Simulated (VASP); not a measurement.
Write the native input for VASP 6.6.1 that does the following.

| Property | Result |
| --- | --- |
| Task | single point |
| Functional | PBEsol |
| Potentials or basis | VASP PAW PBE potentials, release 64 (Hf_pv, N) |
| Cutoff | 520 eV |
| k mesh | 14 × 14 × 10 |
| Occupations | gaussian, width 0.15 eV |
| Spin | no spin polarisation |
| Dipole correction | no |
| Further INCAR settings | ALGO = Normal; EDIFF = 1e-06; NBANDS = 23 |

The structure of HfN lies in POSCAR:

```
HfN
1.0
    0.0000000000     -2.2508000098     -2.2508000098
    0.0000000000      2.2508000098     -2.2508000098
    4.5016000196      0.0000000000      0.0000000000
Hf N
2 2
Direct
    0.5006374730      0.4993625270      0.5000000000
   -0.0006374730      0.0006374730      0.0000000000
    0.5148835969      0.4851164031      0.0000000000
   -0.0148835969      0.0148835969      0.5000000000
```

This cell differs from its parent crystal: mode 4 frozen in at +0.000 Å and mode 11 at -0.067 Å (largest displacements).

The input as run:

INCAR

```
SYSTEM = HfN
PREC = Accurate
ENCUT = 520
EDIFF = 1E-6
ISMEAR = 0
SIGMA = 0.15
LREAL = .False.
LASPH = .True.
NELM = 100
ALGO = Normal
ISIF = 2
LWAVE = .False.
LCHARG = .True.
GGA = PS
LELF = .True.
LVHAR = .True.
NBANDS = 23
```

KPOINTS

```
regular mesh
0
Gamma
  14 14 10
  0 0 0
```

Potentials or basis: VASP PAW PBE potentials, release 64 (Hf_pv, N).

Command:

```sh
$ cat potpaw_PBE.64/Hf_pv/POTCAR potpaw_PBE.64/N/POTCAR > POTCAR
$ mpirun -np 1 vasp_std > vasp.out
```

Results of the run:

The pressure is -1.5 GPa. The largest force is 0.907 eV/Å and the band gap on the k mesh is zero (band 15 reaches 11.63 eV, above the bottom of band 16 at 5.04 eV).

Caveat: the cell differs from its parent crystal (mode 4 frozen in at +0.000 Å and mode 11 at -0.067 Å (largest displacements)); the PAW data sets were made with another functional, which shifts forces and pressure a little; spin-orbit coupling is left out, which moves the levels of the heavy elements.

It took 86 s on 1 thread of Intel(R) Xeon(R) 6975P-C (Granite Rapids), with other jobs on the host, peak memory 0.4 GiB.
